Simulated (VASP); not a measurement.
AlP (v.bA):

```
CELL_PARAMETERS angstrom
0.00000 2.73500 2.73500
2.73500 0.00000 2.73500
2.73500 2.73500 0.00000
ATOMIC_POSITIONS crystal
Al 0.00000 0.00000 0.00000
P 0.25000 0.25000 0.25000
```

| Item | Value |
| --- | --- |
| Program | VASP 6.6.1 |
| Task | relaxation of cell and atoms |
| Functional | PBE |
| Potentials or basis | VASP PAW PBE potentials, release 64 (Al, P) |
| Cutoff | 500 eV |
| k mesh | 8 × 8 × 8 |
| Occupations | gaussian, width 0.02 eV |
| Spin | no spin polarisation |

At the start: pressure 1.7 GPa; volume 20.46 Å³/atom.

Problem. Where does the relaxation end?

Solution. Over 3 steps the energy falls by 2.1 meV/atom and the volume is 20.86 Å³/atom (+2.0 %); space group F-43m (No. 216, to 0.05 Å).

The path:
| step | energy change (eV) | largest force (eV/Å) | pressure (GPa) | volume (Å³) |
| --- | --- | --- | --- | --- |
| 1 | 0.0000 | 0.0000 | 1.68 | 40.92 |
| 2 | -0.0027 | 0.0000 | -0.92 | 42.20 |
| 3 | -0.0041 | 0.0000 | 0.00 | 41.72 |

Final structure:
```xyz
2
Lattice="0.0000 2.7528 2.7528 2.7528 0.0000 2.7528 2.7528 2.7528 0.0000" Properties=species:S:1:pos:R:3 pbc="T T T"
Al    0.0000    0.0000    0.0000
P     1.3764    1.3764    1.3764
```
